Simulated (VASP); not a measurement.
# Ca (Fm-3m) in VASP: single point with PBEsol

Aim: the single point of Ca with PBEsol.

Everything below comes from runs of VASP 6.6.1. Logs are shortened: lines on timing, memory, paths and dates and some standing lists are left out, and cuts for length are marked.

**1. The cell of the first run**

It takes space group Fm-3m (No. 225, cubic). The conventional cell has a = 5.458 Å, b = 5.458 Å, c = 5.458 Å, α = 90.00°, β = 90.00°, γ = 90.00°. Within 5.1 Å of Ca (site symmetry m-3m) lie 12 Ca at 3.86 Å.

**2. Single point, PBEsol**

Input file INCAR:

```
PREC = Accurate
ENCUT = 520
EDIFF = 1E-6
ISMEAR = 0
SIGMA = 0.05
LREAL = False
LASPH = True
NELM = 80
ALGO = Normal
ISIF = 2
LWAVE = False
LCHARG = True
GGA = PS
LELF = True
LVHAR = True
NBANDS = 11
```

Input file KPOINTS:

```
regular mesh
0
Gamma
  10 10 10
```

Input file POSCAR:

```
Ca
1.0
    0.0000000000      2.7291529165      2.7291529165
    2.7291529165      0.0000000000      2.7291529165
    2.7291529165      2.7291529165      0.0000000000
Ca
1
Direct
    0.0000000000      0.0000000000      0.0000000000
```

Potentials or basis: VASP PAW PBE potentials, release 64 (Ca_sv).

Launch:

```console
$ cat potpaw_PBE.64/Ca_sv/POTCAR > POTCAR
$ mpirun -np 1 vasp_std > vasp.out
```

OUTCAR:

```text
PREC = Accurate
   ENCUT = 520
   EDIFF = 1E-6
   ISMEAR = 0
   LREAL = False
   LASPH = True
   NELM = 80
   ISIF = 2
   GGA = PS

 ion  position               nearest neighbor table
   1  0.000  0.000  0.000-

  LATTYP: Found a face centered cubic cell.
 ALAT       =     5.4583058330

  Lattice vectors:

 A1 = (   0.0000000000,   2.7291529165,   2.7291529165)
 A2 = (   2.7291529165,   0.0000000000,   2.7291529165)
 A3 = (   2.7291529165,   2.7291529165,   0.0000000000)

Analysis of symmetry for initial positions (statically):
=====================================================================
 Subroutine PRICEL returns:
 Original cell was already a primitive cell.

 Routine SETGRP: Setting up the symmetry group for a
 face centered cubic supercell.

 Subroutine GETGRP returns: Found 48 space group operations
 (whereof 48 operations were pure point group operations)
 out of a pool of 48 trial point group operations.

The static configuration has the point symmetry O_h .

Analysis of symmetry for dynamics (positions and initial velocities):
=====================================================================
 Subroutine PRICEL returns:
 Original cell was already a primitive cell.

 Routine SETGRP: Setting up the symmetry group for a
 face centered cubic supercell.

 Subroutine GETGRP returns: Found 48 space group operations
 (whereof 48 operations were pure point group operations)
 out of a pool of 48 trial point group operations.

The dynamic configuration has the point symmetry O_h .

 Subroutine INISYM returns: Found 48 space group operations
 (whereof 48 operations are pure point group operations),
 and found     1 'primitive' translations

----------------------------------------------------------------------------------------

                                     Primitive cell

  volume of cell :      40.6550

  direct lattice vectors                    reciprocal lattice vectors
     0.000000000  2.729152916  2.729152916    -0.183207030  0.183207030  0.183207030
     2.729152916  0.000000000  2.729152916     0.183207030 -0.183207030  0.183207030
     2.729152916  2.729152916  0.000000000     0.183207030  0.183207030 -0.183207030

  length of vectors
     3.859605068  3.859605068  3.859605068     0.317323884  0.317323884  0.317323884

  position of ions in fractional coordinates (direct lattice)
     0.000000000  0.000000000  0.000000000

  ion indices of the primitive-cell ions
   primitive index   ion index
                 1           1

----------------------------------------------------------------------------------------

 KPOINTS: regular mesh

Automatic generation of k-mesh.
 Grid dimensions read from file:
 generate k-points for:   10   10   10

 Generating k-lattice:

  Cartesian coordinates                     Fractional coordinates (reciprocal lattice)
    -0.018320703  0.018320703  0.018320703     0.100000000  0.000000000  0.000000000
     0.018320703 -0.018320703  0.018320703     0.000000000  0.100000000  0.000000000
     0.018320703  0.018320703 -0.018320703     0.000000000  0.000000000  0.100000000

  Length of vectors
     0.031732388  0.031732388  0.031732388

  Shift w.r.t. Gamma in fractional coordinates (k-lattice)
     0.000000000  0.000000000  0.000000000

 Subroutine IBZKPT returns following result:
 ===========================================

 Found     47 irreducible k-points:

 Following reciprocal coordinates:
            Coordinates               Weight
  0.000000  0.000000  0.000000      1.000000
  0.100000  0.000000  0.000000      8.000000
  0.200000  0.000000  0.000000      8.000000
  0.300000  0.000000  0.000000      8.000000
  0.400000  0.000000  0.000000      8.000000
  0.500000  0.000000  0.000000      4.000000
[... 16 lines left out ...]
  0.300000  0.300000  0.000000      6.000000
  0.400000  0.300000  0.000000     24.000000
 [... further k-points ...]
   k-points           NKPTS =     47   k-points in BZ     NKDIM =     47   number of bands    NBANDS=     11
   number of dos      NEDOS =    301   number of ions     NIONS =      1
   total plane-waves  NPLWV =  27000
   dimension x,y,z NGX =    30 NGY =   30 NGZ =   30
   dimension x,y,z NGXF=    60 NGYF=   60 NGZF=   60
   ions per type =               1
   NGX,Y,Z   is equivalent  to a cutoff of  12.92, 12.92, 12.92 a.u.
   NGXF,Y,Z  is equivalent  to a cutoff of  25.84, 25.84, 25.84 a.u.
 SYSTEM =  unknown system
   PREC   = accura    normal or accurate (medium, high low for compatibility)
   ISTART =      0    job   : 0-new  1-cont  2-samecut
   ICHARG =      2    charge: 1-file 2-atom 10-const
   ISPIN  =      1    spin polarized calculation?
   LNONCOLLINEAR =      F non collinear calculations
   LSORBIT =      F    spin-orbit coupling
   LASPH  =      T    aspherical Exc in radial PAW
   ENCUT  =  520.0 eV  38.22 Ry    6.18 a.u.   7.18  7.18  7.18*2*pi/ulx,y,z
   NELM   =     80;   NELMIN=  2; NELMDL= -5     # of ELM steps
   EDIFF  = 0.1E-05   stopping-criterion for ELM
   LREAL  =      F    real-space projection
   EDIFFG = 0.1E-04   stopping-criterion for IOM
   NSW    =      0    number of steps for IOM
   IBRION =     -1    ionic relax: 0-MD 1-quasi-New 2-CG
   NFREE  =      0    steps in history (QN), initial steepest desc. (CG)
   ISIF   =      2    stress and relaxation
   ISYM   =      2    0-nonsym 1-usesym 2-fastsym
   POTIM  = 0.5000    time-step for ionic-motion
   TEBEG  =    0.0;   TEEND  =   0.0 temperature during run
   PSTRESS=    0.0 pullay stress
   NELECT =      10.0000    total number of electrons
   NUPDOWN=      -1.0000    fix difference up-down
   EMIN   =  10.00;   EMAX   =-10.00  energy-range for DOS
   EFERMI =   0.00;   METHOD = LEGACY
   ISMEAR =     0;   SIGMA  =   0.05  broadening in eV -4-tet -1-fermi 0-gaus
   EFERMI_NEDOS =   21; number of points for ismear=-14 and -15
   IALGO  =     38    algorithm
   IMIX   =      4    mixing-type and parameters
     AMIX     =   0.40;   BMIX     =  1.00
     AMIX_MAG =   1.60;   BMIX_MAG =  1.00
  volume/ion in A,a.u.               =      40.65       274.35
  Fermi-wavevector in a.u.,A,eV,Ry     =   1.025739  1.938366 14.315247  1.052141
  Thomas-Fermi vector in A             =   2.159595
   LORBIT       =      0    0 simple, 1 ext, 2 COOP (PROOUT), +10 PAW based schemes
   GGA     = PS    functional components
   LHFCALC =     F    Hartree Fock is set to
   AEXX    =    0.0000 exact exchange contribution
   IVDW    =     0    specifies the selected vdW correction
   LEPSILON=     F    determine dielectric tensor
   LRPA    =     F    only Hartree local field effects (RPA)
 non-spin polarized calculation
 Gauss-broadening in eV      SIGMA  =   0.05
  energy-cutoff  :      520.00
  volume of cell :       40.65
 maximum number of plane-waves:      1109
 NGX is ok and might be reduce to    30
   NGX = 15   NGY = 15   NGZ = 15

 number of electron      10.0000002 magnetization

 Free energy of the ion-electron system (eV)
  ---------------------------------------------------
  ext. energy  EPLUGINS =         0.00000000
  ---------------------------------------------------
  free energy    TOTEN  =        -2.13566966 eV

  energy without entropy =       -2.13387621  energy(sigma->0) =       -2.13477294

 E-fermi :   2.0604     XC(G=0):  -7.9309

 val. band max:        2.0504789200   @ k =  -0.3000   0.4000   0.1000
 cond. band min:       2.1229603877   @ k =  -0.3000   0.5000   0.2000
 fundamental gap:      0.0724814677
 Fermi energy:         2.0604117059

 k-point     1 :       0.0000    0.0000    0.0000
  band No.  band energies     occupation
      1     -39.7295      2.00000
      2     -20.7155      2.00000
      3     -20.7155      2.00000
      4     -20.7155      2.00000
      5      -2.0628      2.00000
      6       4.4066      0.00000
      7       4.4066      0.00000
      8       4.4066      0.00000
      9       5.5329      0.00000
     10       5.5329      0.00000
     11      11.3277      0.00000

 k-point     2 :       0.1000    0.0000    0.0000
  band No.  band energies     occupation
      1     -39.7279      2.00000
      2     -20.7312      2.00000
      3     -20.7177      2.00000
      4     -20.7177      2.00000
      5      -1.8865      2.00000
      6       4.2182      0.00000
      7       4.4721      0.00000
      8       4.4721      0.00000
      9       5.4773      0.00000
     10       5.4773      0.00000
     11      11.5262      0.00000

 k-point     3 :       0.2000    0.0000    0.0000
  band No.  band energies     occupation
      1     -39.7237      2.00000
      2     -20.7721      2.00000
      3     -20.7232      2.00000
      4     -20.7232      2.00000
      5      -1.3761      2.00000
      6       3.7508      0.00000
      7       4.5649      0.00000
      8       4.5649      0.00000
      9       5.4522      0.00000
     10       5.4522      0.00000
     11      10.4639      0.00000

 k-point     4 :       0.3000    0.0000    0.0000
  band No.  band energies     occupation
      1     -39.7186      2.00000
      2     -20.8219      2.00000
      3     -20.7301      2.00000
      4     -20.7301      2.00000
      5      -0.5910      2.00000
      6       3.1490      0.00000
      7       4.4886      0.00000
      8       4.4886      0.00000
      9       5.7032      0.00000
     10       5.7032      0.00000
     11       8.9614      0.00000

 k-point     5 :       0.4000    0.0000    0.0000
  band No.  band energies     occupation
      1     -39.7144      2.00000
      2     -20.8618      2.00000
      3     -20.7356      2.00000
      4     -20.7356      2.00000
      5       0.3476      2.00000
      6       2.4605      0.00000
      7       4.3479      0.00000
      8       4.3479      0.00000
      9       6.0773      0.00000
     10       6.0773      0.00000
     11       7.8617      0.00000
[... 211 lines left out ...]
 k-point    21 :      -0.3000    0.2000    0.0000
  band No.  band energies     occupation
      1     -39.7129      2.00000
      2     -20.8385      2.00000
      3     -20.7757      2.00000
      4     -20.7378      2.00000
      5       0.5434      2.00000
      6       2.8347      0.00000
      7       3.6398      0.00000
      8       4.7460      0.00000
      9       5.5558      0.00000
     10       6.5204      0.00000
     11       8.2519      0.00000

 k-point    22 :      -0.2000    0.2000    0.0000
  band No.  band energies     occupation
      1     -39.7168      2.00000
      2     -20.8141      2.00000
      3     -20.7604      2.00000
      4     -20.7294      2.00000
      5      -0.3256      2.00000
      6       3.2520      0.00000
      7       3.9900      0.00000
      8       4.8872      0.00000
      9       5.1103      0.00000
     10       6.1951      0.00000
     11       9.4081      0.00000

 k-point    23 :       0.3000    0.3000    0.0000
  band No.  band energies     occupation
      1     -39.7150      2.00000
      2     -20.8170      2.00000
      3     -20.7541      2.00000
      4     -20.7541      2.00000
      5      -0.1420      2.00000
      6       3.0862      0.00000
      7       3.9238      0.00000
      8       5.3014      0.00000
      9       5.3014      0.00000
     10       5.9855      0.00000
     11      10.3319      0.00000

 k-point    24 :       0.4000    0.3000    0.0000
  band No.  band energies     occupation
      1     -39.7117      2.00000
      2     -20.8384      2.00000
      3     -20.7657      2.00000
      4     -20.7607      2.00000
      5       0.5172      2.00000
      6       2.8527      0.00000
      7       3.5503      0.00000
      8       5.4181      0.00000
      9       5.7408      0.00000
     10       6.2022      0.00000
     11       8.9032      0.00000

 [... further k-points ...]

------------------------ aborting loop because EDIFF is reached ----------------------------------------

  FORCE on cell =-STRESS in cart. coord.  units (eV):
  Direction    XX          YY          ZZ          XY          YZ          ZX
  --------------------------------------------------------------------------------------
  -------------------------------------------------------------------------------------
  Total       -0.0008940     -0.0008940     -0.0008940      0.0000000      0.0000000      0.0000000
  in kB       -0.0352333     -0.0352333     -0.0352333      0.0000000      0.0000000      0.0000000
  external PRESSURE =      -0.0352333 kB  Pullay stress =       0.0000000 kB

 VOLUME and BASIS-vectors are now :
 -----------------------------------------------------------------------------
  energy-cutoff  :      520.00
  volume of cell :       40.65
      direct lattice vectors                 reciprocal lattice vectors
     0.000000000  2.729152916  2.729152916    -0.183207030  0.183207030  0.183207030
     2.729152916  0.000000000  2.729152916     0.183207030 -0.183207030  0.183207030
     2.729152916  2.729152916  0.000000000     0.183207030  0.183207030 -0.183207030

 POSITION                                       TOTAL-FORCE (eV/Angst)
 -----------------------------------------------------------------------------------
      0.00000      0.00000      0.00000         0.000000      0.000000      0.000000
 -----------------------------------------------------------------------------------
    total drift:                               -0.000000     -0.000000     -0.000000

  FREE ENERGIE OF THE ION-ELECTRON SYSTEM (eV)
  ---------------------------------------------------
  free  energy   TOTEN  =        -2.1356696587 eV

  energy  without entropy=       -2.1338762128  energy(sigma->0) =       -2.13477294
```

It took 16 s on 1 thread of AMD EPYC 7R43 (Zen 3), shared host; peak memory 0.14 GiB.

What came out:

* Free energy: -2.1357 eV
* Pressure: 0.0 GPa
* Band gap on the k mesh: zero (band 5 reaches 2.12 eV, above the bottom of band 6 at 1.91 eV)

Caveat: the PAW data sets were made with another functional, which shifts forces and pressure a little.
